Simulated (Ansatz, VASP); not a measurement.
One calculation of SnSe, two programs

Contents of INCAR:

```
SYSTEM = SnSe
ALGO = Normal
EDIFF = 1E-8
ENCUT = 400
GGA = PE
GGA_COMPAT = .FALSE.
ISIF = 2
ISMEAR = -1
LASPH = .TRUE.
LCHARG = .FALSE.
LEFG = .TRUE.
LREAL = .FALSE.
LWAVE = .FALSE.
NBANDS = 17
NELM = 120
PREC = Accurate
SIGMA = 0.01
```

KPOINTS

```
k-points
0
G
  7 7 7
  0 0 0
```

POSCAR

```
SnSe
1.0
    0.0000000000      3.0100000000      3.0100000000
    3.0100000000      0.0000000000      3.0100000000
    3.0100000000      3.0100000000      0.0000000000
Sn Se
1 1
Direct
    0.0000000000      0.0000000000      0.0000000000
    0.5000000000      0.5000000000      0.5000000000
```

Input for Ansatz:

```yaml
crystal:
  lattice:
    - [0.0, 3.01, 3.01]
    - [3.01, 0.0, 3.01]
    - [3.01, 3.01, 0.0]
  atoms:
    - { symbol: Sn, position: [0.0, 0.0, 0.0] }
    - { symbol: Se, position: [0.5, 0.5, 0.5] }
kpoints:
  mp_grid: { grid: [7, 7, 7] }
  band_path:
    path:
      - [0.0, 0.0, 0.0]
      - [0.5, 0.0, 0.5]
      - [0.625, 0.25, 0.625]
      - [0.375, 0.375, 0.75]
      - [0.0, 0.0, 0.0]
      - [0.5, 0.5, 0.5]
      - [0.5, 0.25, 0.75]
      - [0.5, 0.0, 0.5]
    npoints: 8
scf:
  occupations: { method: fermi_dirac, width: 0.01 }
hamiltonian:
  xc: pbe
  pseudopotentials: { kind: all_electron, datasets: crystal }
output:
  forces: true
  stress: true
  eigenvalues: true
  efg: { contact_densities: true }
```

Alike in both runs: task electric field gradients; functional PBE; k mesh 7 × 7 × 7; occupations fermi-dirac, width 0.01 eV; no spin polarisation.

```csv
,VASP,Ansatz
version,VASP 6.6.1,Ansatz 0.2.0
potentials or method,"VASP PAW PBE potentials, release 64 (Sn_d, Se), cutoff 400 eV","all-electron PAW with datasets made for the crystal, scalar-relativistic"
```

VASP gave:

| Quantity | Value |
| --- | --- |
| pressure (GPa) | 0.9 |

Question: Which values does Ansatz return?

Answer: Pressure (GPa): 1.0.

Ansatz ran all-electron here, and VASP with PAW potentials.
